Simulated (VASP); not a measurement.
# Rh2O (Fm-3m) in VASP: further runs

Runs on Rh2O. Level: r2SCAN. Tasks: single point, relaxation of cell and atoms.

Everything below comes from runs of VASP 6.6.1. Logs are shortened: lines on timing, memory, paths and dates and some standing lists are left out, and cuts for length are marked.

### Step 1. The cell of the first run

The structure is cubic, space group Fm-3m (No. 225). Conventional cell: a = 5.327 Å, b = 5.327 Å, c = 5.327 Å, α = 90.00°, β = 90.00°, γ = 90.00°. O (site symmetry m-3m) has 8 Rh at 2.31 Å within 3.0 Å. Rh (site symmetry -43m) has 4 O at 2.31 Å and 6 Rh at 2.66 Å within 3.0 Å.

### Step 2. Single point, r2SCAN

POSCAR

```
Rh2O
1.0
    0.0000000000      2.6634522052      2.6634522052
    2.6634522052      0.0000000000      2.6634522052
    2.6634522052      2.6634522052      0.0000000000
O Rh
1 2
Direct
    0.0000000000      0.0000000000      0.0000000000
    0.2500000000      0.2500000000      0.2500000000
    0.7500000000      0.7500000000      0.7500000000
```

INCAR.step1

```
  ALGO = Normal
  EDIFF = 1E-4
  ENCUT = 520
  GGA = PE
  ISMEAR = -1
  LASPH = T
  LCHARG = F
  LREAL = F
  LWAVE = T
  NBANDS = 25
  NELM = 100
  PREC = Accurate
  SIGMA = 0.0668
```

INCAR.step2

```
  ALGO = Normal
  EDIFF = 1E-6
  ENCUT = 520
  ISIF = 2
  ISMEAR = -1
  ISTART = 1
  LASPH = T
  LCHARG = F
  LMIXTAU = T
  LREAL = F
  LWAVE = F
  METAGGA = R2SCAN
  NBANDS = 25
  NELM = 100
  PREC = Accurate
  SIGMA = 0.0668
```

KPOINTS

```
k-points
0
Gamma
  12 12 12
```

Potentials or basis: VASP PAW PBE potentials, release 64 (O, Rh_pv).

Command:

```console
$ cat potpaw_PBE.64/O/POTCAR potpaw_PBE.64/Rh_pv/POTCAR > POTCAR
$ cp INCAR.step1 INCAR
$ mpirun -np 1 vasp_std > vasp.out
$ cp INCAR.step2 INCAR
$ mpirun -np 1 vasp_std > vasp.out
```

OUTCAR:

```text
EDIFF = 1E-6
   ENCUT = 520
   ISIF = 2
   ISMEAR = -1
   ISTART = 1
   LASPH = T
   LREAL = F
   METAGGA = R2SCAN
   NELM = 100
   PREC = Accurate

 ion  position               nearest neighbor table
   1  0.000  0.000  0.000-   3 2.31   3 2.31   3 2.31   2 2.31   3 2.31   2 2.31   2 2.31   2 2.31

   2  0.250  0.250  0.250-   1 2.31   1 2.31   1 2.31   1 2.31   3 2.66   3 2.66   3 2.66   3 2.66
                             3 2.66   3 2.66
   3  0.750  0.750  0.750-   1 2.31   1 2.31   1 2.31   1 2.31   2 2.66   2 2.66   2 2.66   2 2.66
                             2 2.66   2 2.66

  LATTYP: Found a face centered cubic cell.
 ALAT       =     5.3269044104

  Lattice vectors:

 A1 = (   0.0000000000,   2.6634522052,   2.6634522052)
 A2 = (   2.6634522052,   0.0000000000,   2.6634522052)
 A3 = (   2.6634522052,   2.6634522052,   0.0000000000)

Analysis of symmetry for initial positions (statically):
=====================================================================
 Subroutine PRICEL returns:
 Original cell was already a primitive cell.

 Routine SETGRP: Setting up the symmetry group for a
 face centered cubic supercell.

 Subroutine GETGRP returns: Found 48 space group operations
 (whereof 48 operations were pure point group operations)
 out of a pool of 48 trial point group operations.

The static configuration has the point symmetry O_h .

Analysis of symmetry for dynamics (positions and initial velocities):
=====================================================================
 Subroutine PRICEL returns:
 Original cell was already a primitive cell.

 Routine SETGRP: Setting up the symmetry group for a
 face centered cubic supercell.

 Subroutine GETGRP returns: Found 48 space group operations
 (whereof 48 operations were pure point group operations)
 out of a pool of 48 trial point group operations.

The dynamic configuration has the point symmetry O_h .

 Subroutine INISYM returns: Found 48 space group operations
 (whereof 48 operations are pure point group operations),
 and found     1 'primitive' translations

----------------------------------------------------------------------------------------

                                     Primitive cell

  volume of cell :      37.7889

  direct lattice vectors                    reciprocal lattice vectors
     0.000000000  2.663452205  2.663452205    -0.187726290  0.187726290  0.187726290
     2.663452205  0.000000000  2.663452205     0.187726290 -0.187726290  0.187726290
     2.663452205  2.663452205  0.000000000     0.187726290  0.187726290 -0.187726290

  length of vectors
     3.766690231  3.766690231  3.766690231     0.325151471  0.325151471  0.325151471

  position of ions in fractional coordinates (direct lattice)
     0.000000000  0.000000000  0.000000000
     0.250000000  0.250000000  0.250000000
     0.750000000  0.750000000  0.750000000

  ion indices of the primitive-cell ions
   primitive index   ion index
                 1           1
                 2           2
                 3           3

----------------------------------------------------------------------------------------

 KPOINTS: k-points

Automatic generation of k-mesh.
 Grid dimensions read from file:
 generate k-points for:   12   12   12

 Generating k-lattice:

  Cartesian coordinates                     Fractional coordinates (reciprocal lattice)
    -0.015643857  0.015643857  0.015643857     0.083333333  0.000000000  0.000000000
     0.015643857 -0.015643857  0.015643857     0.000000000  0.083333333  0.000000000
     0.015643857  0.015643857 -0.015643857     0.000000000  0.000000000  0.083333333

  Length of vectors
     0.027095956  0.027095956  0.027095956

  Shift w.r.t. Gamma in fractional coordinates (k-lattice)
     0.000000000  0.000000000  0.000000000

 Subroutine IBZKPT returns following result:
 ===========================================

 Found     72 irreducible k-points:

 Following reciprocal coordinates:
            Coordinates               Weight
  0.000000  0.000000  0.000000      1.000000
  0.083333  0.000000  0.000000      8.000000
  0.166667  0.000000  0.000000      8.000000
  0.250000  0.000000  0.000000      8.000000
  0.333333  0.000000  0.000000      8.000000
  0.416667  0.000000  0.000000      8.000000
[... 16 lines left out ...]
  0.500000  0.166667  0.000000     24.000000
 -0.416667  0.166667  0.000000     24.000000
 [... further k-points ...]
   k-points           NKPTS =     72   k-points in BZ     NKDIM =     72   number of bands    NBANDS=     25
   number of dos      NEDOS =    301   number of ions     NIONS =      3
   total plane-waves  NPLWV =  21952
   dimension x,y,z NGX =    28 NGY =   28 NGZ =   28
   dimension x,y,z NGXF=    56 NGYF=   56 NGZF=   56
   ions per type =               1   2
   NGX,Y,Z   is equivalent  to a cutoff of  12.36, 12.36, 12.36 a.u.
   NGXF,Y,Z  is equivalent  to a cutoff of  24.72, 24.72, 24.72 a.u.
 SYSTEM =  unknown system
   PREC   = accura    normal or accurate (medium, high low for compatibility)
   ISTART =      1    job   : 0-new  1-cont  2-samecut
   ICHARG =      0    charge: 1-file 2-atom 10-const
   ISPIN  =      1    spin polarized calculation?
   LNONCOLLINEAR =      F non collinear calculations
   LSORBIT =      F    spin-orbit coupling
   LASPH  =      T    aspherical Exc in radial PAW
   ENCUT  =  520.0 eV  38.22 Ry    6.18 a.u.   7.00  7.00  7.00*2*pi/ulx,y,z
   NELM   =    100;   NELMIN=  2; NELMDL=  0     # of ELM steps
   EDIFF  = 0.1E-05   stopping-criterion for ELM
   LREAL  =      F    real-space projection
   EDIFFG = 0.1E-04   stopping-criterion for IOM
   NSW    =      0    number of steps for IOM
   IBRION =     -1    ionic relax: 0-MD 1-quasi-New 2-CG
   NFREE  =      0    steps in history (QN), initial steepest desc. (CG)
   ISIF   =      2    stress and relaxation
   ISYM   =      2    0-nonsym 1-usesym 2-fastsym
   POTIM  = 0.5000    time-step for ionic-motion
   TEBEG  =    0.0;   TEEND  =   0.0 temperature during run
   PSTRESS=    0.0 pullay stress
   NELECT =      36.0000    total number of electrons
   NUPDOWN=      -1.0000    fix difference up-down
   EMIN   =  10.00;   EMAX   =-10.00  energy-range for DOS
   EFERMI =   0.00;   METHOD = LEGACY
   ISMEAR =    -1;   SIGMA  =   0.07  broadening in eV -4-tet -1-fermi 0-gaus
   EFERMI_NEDOS =   21; number of points for ismear=-14 and -15
   IALGO  =     38    algorithm
   IMIX   =      4    mixing-type and parameters
     AMIX     =   0.40;   BMIX     =  1.00
     AMIX_MAG =   1.60;   BMIX_MAG =  1.00
  volume/ion in A,a.u.               =      12.60        85.00
  Fermi-wavevector in a.u.,A,eV,Ry     =   1.610846  3.044058 35.304746  2.594826
  Thomas-Fermi vector in A             =   2.706331
   LORBIT       =      0    0 simple, 1 ext, 2 COOP (PROOUT), +10 PAW based schemes
   METAGGA = R2SCAN    functional components
   LHFCALC =     F    Hartree Fock is set to
   AEXX    =    0.0000 exact exchange contribution
   IVDW    =     0    specifies the selected vdW correction
   LEPSILON=     F    determine dielectric tensor
   LRPA    =     F    only Hartree local field effects (RPA)
 non-spin polarized calculation
  energy-cutoff  :      520.00
  volume of cell :       37.79
 maximum number of plane-waves:      1036
   NGX = 13   NGY = 13   NGZ = 13

 number of electron      36.0000020 magnetization

 Free energy of the ion-electron system (eV)
  ---------------------------------------------------
  ext. energy  EPLUGINS =         0.00000000
  ---------------------------------------------------
  free energy    TOTEN  =       -52.36425443 eV

  energy without entropy =      -52.30645799  energy(sigma->0) =      -52.33535621

 E-fermi :   9.3246     XC(G=0): -13.7973

 val. band max:        9.3186370142   @ k =  -0.4167   0.4167   0.0000
 cond. band min:       9.3290667254   @ k =   0.3333   0.1667   0.0833
 fundamental gap:      0.0104297112
 Fermi energy:         9.3246239382

 k-point     1 :       0.0000    0.0000    0.0000
  band No.  band energies     occupation
      1     -38.6077      2.00000
      2     -38.6077      2.00000
      3     -38.6077      2.00000
      4     -38.2494      2.00000
      5     -38.2494      2.00000
      6     -38.2494      2.00000
[... 17 lines left out ...]
     24      19.2959      0.00000
     25      25.5805      0.00000

 k-point     2 :       0.0833    0.0000    0.0000
  band No.  band energies     occupation
      1     -38.6028      2.00000
      2     -38.6019      2.00000
      3     -38.6019      2.00000
      4     -38.2571      2.00000
      5     -38.2559      2.00000
      6     -38.2559      2.00000
[... 17 lines left out ...]
     24      19.5268      0.00000
     25      24.6556      0.00000

 k-point     3 :       0.1667    0.0000    0.0000
  band No.  band energies     occupation
      1     -38.5883      2.00000
      2     -38.5850      2.00000
      3     -38.5850      2.00000
      4     -38.2791      2.00000
      5     -38.2748      2.00000
      6     -38.2748      2.00000
[... 17 lines left out ...]
     24      20.1095      0.00000
     25      24.1152      0.00000

 k-point     4 :       0.2500    0.0000    0.0000
  band No.  band energies     occupation
      1     -38.5647      2.00000
      2     -38.5579      2.00000
      3     -38.5579      2.00000
      4     -38.3131      2.00000
      5     -38.3046      2.00000
      6     -38.3046      2.00000
[... 17 lines left out ...]
     24      20.7810      0.00000
     25      23.7389      0.00000
[... 477 lines left out ...]
 k-point    22 :       0.4167    0.1667    0.0000
  band No.  band energies     occupation
      1     -38.5883      2.00000
      2     -38.5830      2.00000
      3     -38.5342      2.00000
      4     -38.3478      2.00000
      5     -38.2889      2.00000
      6     -38.2840      2.00000
[... 17 lines left out ...]
     24      20.2566      0.00000
     25      23.3338      0.00000

 k-point    23 :       0.5000    0.1667    0.0000
  band No.  band energies     occupation
      1     -38.5792      2.00000
      2     -38.5551      2.00000
      3     -38.5474      2.00000
      4     -38.3281      2.00000
      5     -38.3210      2.00000
      6     -38.3029      2.00000
[... 17 lines left out ...]
     24      20.4993      0.00000
     25      23.7721      0.00000

 k-point    24 :      -0.4167    0.1667    0.0000
  band No.  band energies     occupation
      1     -38.6126      2.00000
      2     -38.5138      2.00000
      3     -38.5036      2.00000
      4     -38.3737      2.00000
      5     -38.3652      2.00000
      6     -38.2662      2.00000
[... 17 lines left out ...]
     24      21.0914      0.00000
     25      23.8934      0.00000

 [... further k-points ...]
[... 5 lines left out ...]
  --------------------------------------------------------------------------------------
  -------------------------------------------------------------------------------------
  Total        0.2422419      0.2422419      0.2422419     -0.0000000     -0.0000000      0.0000000
  in kB       10.2705857     10.2705857     10.2705857     -0.0000000     -0.0000000      0.0000000
  external PRESSURE =      10.2705857 kB  Pullay stress =       0.0000000 kB

 VOLUME and BASIS-vectors are now :
 -----------------------------------------------------------------------------
  energy-cutoff  :      520.00
  volume of cell :       37.79
      direct lattice vectors                 reciprocal lattice vectors
     0.000000000  2.663452205  2.663452205    -0.187726290  0.187726290  0.187726290
     2.663452205  0.000000000  2.663452205     0.187726290 -0.187726290  0.187726290
     2.663452205  2.663452205  0.000000000     0.187726290  0.187726290 -0.187726290

 POSITION                                       TOTAL-FORCE (eV/Angst)
 -----------------------------------------------------------------------------------
      0.00000      0.00000      0.00000         0.000000      0.000000      0.000000
      1.33173      1.33173      1.33173        -0.000000     -0.000000     -0.000000
      3.99518      3.99518      3.99518         0.000000      0.000000      0.000000
 -----------------------------------------------------------------------------------
    total drift:                                0.000000      0.000000      0.000000

  FREE ENERGIE OF THE ION-ELECTRON SYSTEM (eV)
  ---------------------------------------------------
  free  energy   TOTEN  =       -52.3642544279 eV

  energy  without entropy=      -52.3064579947  energy(sigma->0) =      -52.33535621
```

Wall time 2 min (1 thread of Intel Xeon Platinum 8559C (Emerald Rapids), shared host); peak memory 0.2 GiB.

What came out:

- Free energy: -52.3643 eV
- Pressure: 1.0 GPa
- Band gap on the k mesh: zero (bands 18 and 19 overlap by 0.58 eV)

Caveat: the PAW data sets were made with another functional, which shifts forces and pressure a little.

### Step 3. Relaxation of cell and atoms, r2SCAN

This run uses another cell than the first one, of 8.66 Å³/atom.

POSCAR

```
Rh2O
1.0
    0.0000000000      2.3506174800      2.3506174800
    2.3506174800      0.0000000000      2.3506174800
    2.3506174800      2.3506174800      0.0000000000
O Rh
1 2
Direct
    0.0000000000      0.0000000000      0.0000000000
    0.2500000000      0.2500000000      0.2500000000
    0.7500000000      0.7500000000      0.7500000000
```

INCAR.step1

```
SYSTEM = Rh2O
PREC = Accurate
ENCUT = 600
ISMEAR = -1
SIGMA = 0.0668
LREAL = .False.
LASPH = .True.
NELM = 100
GGA = PE
ALGO = Normal
EDIFF = 1E-4
LWAVE = .True.
LCHARG = .False.
```

INCAR.step2

```
SYSTEM = Rh2O
PREC = Accurate
ENCUT = 600
EDIFF = 1E-7
ISMEAR = -1
SIGMA = 0.0668
LREAL = .False.
LASPH = .True.
NELM = 100
ALGO = Normal
ISIF = 3
LWAVE = .False.
LCHARG = .False.
METAGGA = R2SCAN
LMIXTAU = .True.
IBRION = 2
NSW = 100
EDIFFG = -0.03
ISTART = 1
```

KPOINTS

```
Automatic mesh
0
Gamma
  12 12 12
  0 0 0
```

Potentials or basis: VASP PAW PBE potentials, release 64 (O, Rh_pv).

Command:

```console
$ cat potpaw_PBE.64/O/POTCAR potpaw_PBE.64/Rh_pv/POTCAR > POTCAR
$ cp INCAR.step1 INCAR
$ mpirun -np 1 vasp_std > vasp.out
$ cp INCAR.step2 INCAR
$ mpirun -np 1 vasp_std > vasp.out
```

Run time: 13 min. Hardware: 1 thread of Intel Xeon Platinum 8559C (Emerald Rapids), shared host; peak memory 0.19 GiB.

The run converged. Its results:

```
Free energy                           : -52.3440 eV
Relaxed volume                        : 12.65 Å³/atom
Relaxed cell                          : a = 3.772 Å, b = 3.772 Å, c = 3.772 Å, α = 60.00°, β = 60.00°, γ = 60.00°
Space group after relaxing (to 0.1 Å) : Fm-3m (No. 225)
Pressure after relaxing               : -0.1 GPa
Band gap on the k mesh                : zero (bands 18 and 19 overlap by 0.58 eV)
```

Final structure:
```cif
data_structure
_symmetry_space_group_name_H-M 'P 1'
_symmetry_Int_Tables_number 1
_cell_length_a 3.7717
_cell_length_b 3.7717
_cell_length_c 3.7717
_cell_angle_alpha 60.000
_cell_angle_beta 60.000
_cell_angle_gamma 60.000
_cell_volume 37.94
loop_
_atom_site_label
_atom_site_type_symbol
_atom_site_fract_x
_atom_site_fract_y
_atom_site_fract_z
_atom_site_occupancy
O1 O 0.00000 0.00000 0.00000 1
Rh1 Rh 0.25000 0.25000 0.25000 1
Rh2 Rh 0.75000 0.75000 0.75000 1
```

Levels at points of the mesh, in eV from the Fermi level:
```csv
k point,band 15,band 16,band 17,band 18,band 19,band 20,band 21,band 22
"(0.00, 0.00, 0.00)",-0.10,-0.10,-0.03,-0.03,-0.03,1.45,1.45,9.95
"(0.50, 0.00, 0.00)",-2.07,-1.84,-1.84,-1.11,0.77,0.77,1.95,4.23
"(0.50, 0.50, 0.00)",-1.47,-0.89,-0.89,-0.48,0.16,1.35,3.79,7.09
```

Caveat: the volume moved by over 15 % at a fixed basis, so the end points are rough; the PAW data sets were made with another functional, which shifts forces and pressure a little.
